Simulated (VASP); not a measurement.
Write the native input for VASP 6.6.1 that does the following.

```
Task                   : single point
Functional             : PBE
Potentials or basis    : VASP PAW PBE potentials, release 64 (Cd, S)
Cutoff                 : 520 eV
k mesh                 : 6 × 6 × 6
Occupations            : gaussian, width 0.01 eV
Spin                   : no spin polarisation
Dipole correction      : no
Further INCAR settings : ALGO = Normal; EDIFF = 1e-07; NBANDS = 16
```

The structure of CdS (Hawleyite) lies in POSCAR:

```
CdS
1.0
    0.0000000000      2.9631099315      2.9631099315
    2.9631099315      0.0000000000      2.9631099315
    2.9631099315      2.9631099315      0.0000000000
Cd S
1 1
Direct
    0.0000000000      0.0000000000      0.0000000000
    0.2500000000      0.2500000000      0.2500000000
```

These files were run (other wordings do the same):

INCAR

```
ALGO = Normal ; EDIFF = 1E-7
ENCUT = 520 ; GGA = PE
ISIF = 2 ; ISMEAR = 0
LASPH = True ; LCHARG = False
LREAL = False ; LWAVE = False
NBANDS = 16 ; NELM = 80
PREC = Accurate ; SIGMA = 0.01
```

KPOINTS

```
k-points
0
Gamma
  6 6 6
```

Potentials or basis: VASP PAW PBE potentials, release 64 (Cd, S).

Run with:

```bash
$ cat potpaw_PBE.64/Cd/POTCAR potpaw_PBE.64/S/POTCAR > POTCAR
$ mpirun -np 1 vasp_std > vasp.out
```

It gave:

```json
{"Pressure": "0.3 GPa", "Band gap on the k mesh": "1.04 eV, direct"}
```

Wall time 16 s on 1 thread of Intel Xeon 8259CL, on a shared host, peak memory 0.18 GiB.
